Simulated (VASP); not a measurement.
# BaTiO3 (P4mm) in VASP: single point with PBE+D3(BJ)

Aim: the single point of BaTiO3 with PBE+D3(BJ).

Everything below comes from runs of VASP 6.6.1. Logs are shortened: lines on timing, memory, paths and dates and some standing lists are left out, and cuts for length are marked.

## (1) The cell of the first run

Symmetry: P4mm, No. 99, tetragonal system. Conventional cell: a = 3.974 Å, b = 3.974 Å, c = 4.092 Å, α = 90.00°, β = 90.00°, γ = 90.00°. Ba (site symmetry 4mm) has 12 O at 2.79 to 2.92 Å and 8 Ti at 3.44 to 3.52 Å within 3.7 Å. Ti (site symmetry 4mm) has 6 O at 1.83 to 2.26 Å within 2.4 Å. O (site symmetry 4mm) has 2 Ti at 1.83 to 2.26 Å within 2.4 Å. Within 2.6 Å of O (site symmetry 2mm) lie 2 Ti at 1.99 Å.

## (2) Single point, PBE+D3(BJ)

INCAR reads:

```
SYSTEM = BaTiO3
PREC     = Accurate       ! precision mode
ENCUT    = 520            ! plane-wave cutoff, eV
EDIFF    = 1E-6           ! SCF threshold, eV
ISMEAR   = 0              ! smearing method
SIGMA    = 0.02           ! smearing width, eV
LREAL    = .FALSE.        ! projectors in reciprocal space
LASPH    = .TRUE.         ! aspherical terms in the spheres
NELM     = 80             ! most SCF steps
ALGO     = Normal         ! electronic algorithm
ISIF     = 2              ! what is computed and relaxed
LWAVE    = .FALSE.        ! write WAVECAR
LCHARG   = .FALSE.        ! write CHGCAR
GGA      = PE             ! functional
IVDW     = 12             ! dispersion correction
NBANDS   = 28             ! bands
```

KPOINTS reads:

```
Automatic mesh
0
G
  8 8 8
  0 0 0
```

POSCAR reads:

```
BaTiO3
1.0
    3.9735674476      0.0000000000      0.0000000000
    0.0000000000      3.9735674476      0.0000000000
    0.0000000000      0.0000000000      4.0923134303
Ba Ti O
1 1 3
Direct
    0.0000000000      0.0000000000     -0.0037887125
    0.5000000000      0.5000000000      0.4793345889
    0.5000000000      0.5000000000      0.0312837783
    0.5000000000      0.0000000000      0.5180851726
    0.0000000000      0.5000000000      0.5180851726
```

Potentials or basis: VASP PAW PBE potentials, release 64 (Ba_sv, Ti_sv, O).

The run is started by

```
$ cat potpaw_PBE.64/Ba_sv/POTCAR potpaw_PBE.64/Ti_sv/POTCAR potpaw_PBE.64/O/POTCAR > POTCAR
$ mpirun -np 1 vasp_std > vasp.out
```

OUTCAR:

```text
SYSTEM = BaTiO3
   PREC = Accurate
   ENCUT = 520
   EDIFF = 1E-6
   ISMEAR = 0
   LREAL = .FALSE.
   LASPH = .TRUE.
   NELM = 80
   ISIF = 2
   GGA = PE
   IVDW = 12
 IVDW          = 12

 ion  position               nearest neighbor table
   1  0.000  0.000  0.996-   4 2.79   5 2.79   5 2.79   4 2.79   3 2.81   3 2.81   3 2.81   3 2.81
                             4 2.92   5 2.92   5 2.92   4 2.92   2 3.44   2 3.44   2 3.44   2 3.44
   2  0.500  0.500  0.479-   3 1.83   4 1.99   5 1.99   4 1.99   5 1.99   3 2.26   1 3.44   1 3.44
                             1 3.44   1 3.44   1 3.52   1 3.52   1 3.52   1 3.52
   3  0.500  0.500  0.031-   2 1.83   2 2.26   1 2.81   1 2.81   1 2.81   1 2.81
   4  0.500  0.000  0.518-   2 1.99   2 1.99   1 2.79   1 2.79   1 2.92   1 2.92
   5  0.000  0.500  0.518-   2 1.99   2 1.99   1 2.79   1 2.79   1 2.92   1 2.92

  LATTYP: Found a simple tetragonal cell.
 ALAT       =     3.9735674476
 C/A-ratio  =     1.0298839731

  Lattice vectors:

 A1 = (   3.9735674476,   0.0000000000,   0.0000000000)
 A2 = (   0.0000000000,   3.9735674476,   0.0000000000)
 A3 = (   0.0000000000,   0.0000000000,   4.0923134303)

Analysis of symmetry for initial positions (statically):
=====================================================================
 Subroutine PRICEL returns:
 Original cell was already a primitive cell.

 Routine SETGRP: Setting up the symmetry group for a
 simple tetragonal supercell.

 Subroutine GETGRP returns: Found  8 space group operations
 (whereof  8 operations were pure point group operations)
 out of a pool of 16 trial point group operations.

The static configuration has the point symmetry C_4v.

Analysis of symmetry for dynamics (positions and initial velocities):
=====================================================================
 Subroutine PRICEL returns:
 Original cell was already a primitive cell.

 Routine SETGRP: Setting up the symmetry group for a
 simple tetragonal supercell.

 Subroutine GETGRP returns: Found  8 space group operations
 (whereof  8 operations were pure point group operations)
 out of a pool of 16 trial point group operations.

The dynamic configuration has the point symmetry C_4v.

 Subroutine INISYM returns: Found  8 space group operations
 (whereof  8 operations are pure point group operations),
 and found     1 'primitive' translations

----------------------------------------------------------------------------------------

                                     Primitive cell

  volume of cell :      64.6145

  direct lattice vectors                    reciprocal lattice vectors
     3.973567448  0.000000000  0.000000000     0.251663024  0.000000000  0.000000000
     0.000000000  3.973567448  0.000000000     0.000000000  0.251663024  0.000000000
     0.000000000  0.000000000  4.092313430     0.000000000  0.000000000  0.244360560

  length of vectors
     3.973567448  3.973567448  4.092313430     0.251663024  0.251663024  0.244360560

  position of ions in fractional coordinates (direct lattice)
     0.000000000  0.000000000  0.996211288
     0.500000000  0.500000000  0.479334589
     0.500000000  0.500000000  0.031283778
     0.500000000  0.000000000  0.518085173
     0.000000000  0.500000000  0.518085173

  ion indices of the primitive-cell ions
   primitive index   ion index
                 1           1
                 2           2
                 3           3
                 4           4
                 5           5

----------------------------------------------------------------------------------------

 KPOINTS: Automatic mesh

Automatic generation of k-mesh.
 Grid dimensions read from file:
 generate k-points for:    8    8    8

 Generating k-lattice:

  Cartesian coordinates                     Fractional coordinates (reciprocal lattice)
     0.031457878  0.000000000  0.000000000     0.125000000  0.000000000  0.000000000
     0.000000000  0.031457878  0.000000000     0.000000000  0.125000000  0.000000000
     0.000000000  0.000000000  0.030545070     0.000000000  0.000000000  0.125000000

  Length of vectors
     0.031457878  0.031457878  0.030545070

  Shift w.r.t. Gamma in fractional coordinates (k-lattice)
     0.000000000  0.000000000  0.000000000

 Subroutine IBZKPT returns following result:
 ===========================================

 Found     75 irreducible k-points:

 Following reciprocal coordinates:
            Coordinates               Weight
  0.000000  0.000000  0.000000      1.000000
  0.125000  0.000000  0.000000      4.000000
  0.250000  0.000000  0.000000      4.000000
  0.375000  0.000000  0.000000      4.000000
  0.500000  0.000000  0.000000      2.000000
  0.125000  0.125000  0.000000      4.000000
[... 16 lines left out ...]
  0.375000  0.125000  0.125000     16.000000
  0.500000  0.125000  0.125000      8.000000
 [... further k-points ...]
   k-points           NKPTS =     75   k-points in BZ     NKDIM =     75   number of bands    NBANDS=     28
   number of dos      NEDOS =    301   number of ions     NIONS =      5
   total plane-waves  NPLWV =  27000
   dimension x,y,z NGX =    30 NGY =   30 NGZ =   30
   dimension x,y,z NGXF=    60 NGYF=   60 NGZF=   60
   ions per type =               1   1   3
   NGX,Y,Z   is equivalent  to a cutoff of  12.55, 12.55, 12.19 a.u.
   NGXF,Y,Z  is equivalent  to a cutoff of  25.10, 25.10, 24.37 a.u.
 SYSTEM =  BaTiO3
   PREC   = accura    normal or accurate (medium, high low for compatibility)
   ISTART =      0    job   : 0-new  1-cont  2-samecut
   ICHARG =      2    charge: 1-file 2-atom 10-const
   ISPIN  =      1    spin polarized calculation?
   LNONCOLLINEAR =      F non collinear calculations
   LSORBIT =      F    spin-orbit coupling
   LASPH  =      T    aspherical Exc in radial PAW
   ENCUT  =  520.0 eV  38.22 Ry    6.18 a.u.   7.39  7.39  7.61*2*pi/ulx,y,z
   NELM   =     80;   NELMIN=  2; NELMDL= -5     # of ELM steps
   EDIFF  = 0.1E-05   stopping-criterion for ELM
   LREAL  =      F    real-space projection
   EDIFFG = 0.1E-04   stopping-criterion for IOM
   NSW    =      0    number of steps for IOM
   IBRION =     -1    ionic relax: 0-MD 1-quasi-New 2-CG
   NFREE  =      0    steps in history (QN), initial steepest desc. (CG)
   ISIF   =      2    stress and relaxation
   ISYM   =      2    0-nonsym 1-usesym 2-fastsym
   POTIM  = 0.5000    time-step for ionic-motion
   TEBEG  =    0.0;   TEEND  =   0.0 temperature during run
   PSTRESS=    0.0 pullay stress
   NELECT =      40.0000    total number of electrons
   NUPDOWN=      -1.0000    fix difference up-down
   EMIN   =  10.00;   EMAX   =-10.00  energy-range for DOS
   EFERMI =   0.00;   METHOD = LEGACY
   ISMEAR =     0;   SIGMA  =   0.02  broadening in eV -4-tet -1-fermi 0-gaus
   EFERMI_NEDOS =   21; number of points for ismear=-14 and -15
   IALGO  =     38    algorithm
   IMIX   =      4    mixing-type and parameters
     AMIX     =   0.40;   BMIX     =  1.00
     AMIX_MAG =   1.60;   BMIX_MAG =  1.00
  volume/ion in A,a.u.               =      12.92        87.21
  Fermi-wavevector in a.u.,A,eV,Ry     =   1.395248  2.636637 26.486700  1.946718
  Thomas-Fermi vector in A             =   2.518718
   LORBIT       =      0    0 simple, 1 ext, 2 COOP (PROOUT), +10 PAW based schemes
   GGA     = PE    functional components
   LHFCALC =     F    Hartree Fock is set to
   AEXX    =    0.0000 exact exchange contribution
   IVDW    =    12    specifies the selected vdW correction
   LEPSILON=     F    determine dielectric tensor
   LRPA    =     F    only Hartree local field effects (RPA)
 non-spin polarized calculation
 Gauss-broadening in eV      SIGMA  =   0.02
  energy-cutoff  :      520.00
  volume of cell :       64.61
 maximum number of plane-waves:      1779
 NGX is ok and might be reduce to    30
   NGX = 15   NGY = 15   NGZ = 15

 number of electron      39.9999984 magnetization

 Free energy of the ion-electron system (eV)
  ---------------------------------------------------
  ext. energy  EPLUGINS =         0.00000000
  ---------------------------------------------------
  free energy    TOTEN  =       -40.00179291 eV

  energy without entropy =      -40.00179291  energy(sigma->0) =      -40.00179291

 E-fermi :   4.0670     XC(G=0): -11.2043

 val. band max:        3.9067037299   @ k =   0.5000   0.5000   0.5000
 cond. band min:       5.7121099784   @ k =   0.0000   0.0000   0.0000
 fundamental gap:      1.8054062485
 Fermi energy:         4.0670204770

 k-point     1 :       0.0000    0.0000    0.0000
  band No.  band energies     occupation
      1     -52.6653      2.00000
      2     -28.9663      2.00000
      3     -28.8766      2.00000
      4     -28.8766      2.00000
      5     -21.0937      2.00000
      6     -13.0992      2.00000
[... 20 lines left out ...]
     27       8.9775      0.00000
     28      11.0185      0.00000

 k-point     2 :       0.1250    0.0000    0.0000
  band No.  band energies     occupation
      1     -52.6651      2.00000
      2     -28.9660      2.00000
      3     -28.8851      2.00000
      4     -28.8763      2.00000
      5     -21.0761      2.00000
      6     -13.1077      2.00000
[... 20 lines left out ...]
     27       9.2786      0.00000
     28      11.3965      0.00000

 k-point     3 :       0.2500    0.0000    0.0000
  band No.  band energies     occupation
      1     -52.6647      2.00000
      2     -28.9651      2.00000
      3     -28.9053      2.00000
      4     -28.8755      2.00000
      5     -21.0331      2.00000
      6     -13.1737      2.00000
[... 20 lines left out ...]
     27      10.0296      0.00000
     28      12.0858      0.00000

 k-point     4 :       0.3750    0.0000    0.0000
  band No.  band energies     occupation
      1     -52.6643      2.00000
      2     -28.9643      2.00000
      3     -28.9254      2.00000
      4     -28.8748      2.00000
      5     -20.9891      2.00000
      6     -13.2796      2.00000
[... 578 lines left out ...]
     27      10.4296      0.00000
     28      12.0259      0.00000

 k-point    23 :       0.3750    0.1250    0.1250
  band No.  band energies     occupation
      1     -52.6640      2.00000
      2     -28.9698      2.00000
      3     -28.9245      2.00000
      4     -28.8828      2.00000
      5     -20.9675      2.00000
      6     -13.1572      2.00000
[... 20 lines left out ...]
     27      11.3044      0.00000
     28      12.3674      0.00000

 k-point    24 :       0.5000    0.1250    0.1250
  band No.  band energies     occupation
      1     -52.6639      2.00000
      2     -28.9695      2.00000
      3     -28.9327      2.00000
      4     -28.8824      2.00000
      5     -20.9507      2.00000
      6     -13.1923      2.00000
[... 20 lines left out ...]
     27      11.6903      0.00000
     28      12.5119      0.00000

 [... further k-points ...]

------------------------ aborting loop because EDIFF is reached ----------------------------------------

 Edisp (eV)   -1.31466

 E8    (eV) :    -0.5978

  FORCE on cell =-STRESS in cart. coord.  units (eV):
  Direction    XX          YY          ZZ          XY          YZ          ZX
  --------------------------------------------------------------------------------------
  -------------------------------------------------------------------------------------
  Total       0.70516     0.70516     0.72915     0.00000     0.00000     0.00000
  in kB      17.48519    17.48519    18.08002     0.00000     0.00000     0.00000
  external pressure =       17.68 kB  Pullay stress =        0.00 kB

 VOLUME and BASIS-vectors are now :
 -----------------------------------------------------------------------------
  energy-cutoff  :      520.00
  volume of cell :       64.61
      direct lattice vectors                 reciprocal lattice vectors
     3.973567448  0.000000000  0.000000000     0.251663024  0.000000000  0.000000000
     0.000000000  3.973567448  0.000000000     0.000000000  0.251663024  0.000000000
     0.000000000  0.000000000  4.092313430     0.000000000  0.000000000  0.244360560

 POSITION                                       TOTAL-FORCE (eV/Angst)
 -----------------------------------------------------------------------------------
      0.00000      0.00000      4.07681         0.000000     -0.000000      0.035230
      1.98678      1.98678      1.96159         0.000000      0.000000      0.067466
      1.98678      1.98678      0.12802         0.000000     -0.000000     -0.064228
      1.98678      0.00000      2.12017         0.000000     -0.000000     -0.019234
      0.00000      1.98678      2.12017        -0.000000     -0.000000     -0.019234
 -----------------------------------------------------------------------------------
    total drift:                                0.000000      0.000000      0.000425

  FREE ENERGIE OF THE ION-ELECTRON SYSTEM (eV)
  ---------------------------------------------------
  free  energy   TOTEN  =       -41.3164544166 eV

  energy  without entropy=      -41.3164544166  energy(sigma->0) =      -41.31645442
```

Run time: 4 min. Hardware: 1 thread of Intel Xeon 8259CL, shared host; peak memory 0.25 GiB.

Results:

| Item | Value |
| --- | --- |
| Free energy | -41.3165 eV |
| Pressure | 1.8 GPa |
| Largest force | 0.067 eV/Å |
| Band gap on the k mesh | 1.81 eV (least direct gap 2.27 eV) |
| Dispersion energy per atom | -0.263 eV |

Forces on the atoms (eV/Å):
```
Ba   0.000  0.000  0.035
Ti   0.000  0.000  0.067
O    0.000  0.000 -0.064
O    0.000  0.000 -0.019
O    0.000  0.000 -0.019
```

Caveat: spin-orbit coupling is left out, which moves the levels of the heavy elements.
